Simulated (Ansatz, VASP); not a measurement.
**One calculation of Pb, two programs**

```
CELL_PARAMETERS angstrom
0.00000 2.52123 2.52123
2.52123 0.00000 2.52123
2.52123 2.52123 0.00000
ATOMIC_POSITIONS crystal
Pb 0.00000 0.00000 0.00000
```

Alike in both runs: task single point; functional PBE; k mesh 8 × 8 × 8; occupations gaussian, width 0.05 eV; no spin polarisation.

|  | VASP | Ansatz |
| --- | --- | --- |
| version | VASP 6.6.1 | Ansatz 0.2.0 |
| potentials or method | VASP PAW PBE potentials, release 64 (Pb_d), cutoff 500 eV | scalar-relativistic, plane waves, PAW |
| valence electrons in the cell | 14 | 14 |

```tsv
	VASP	Ansatz	Ansatz less VASP
gap on the k mesh at the Fermi level (eV)	none	none	-
pressure (GPa)	0.0	0.0	+0.05
```

A gap of «none» marks a metal or a gap that the smearing closes. The functional is the same, so the differences come from potentials, cutoffs and numerics.

Spin-orbit coupling is off throughout.
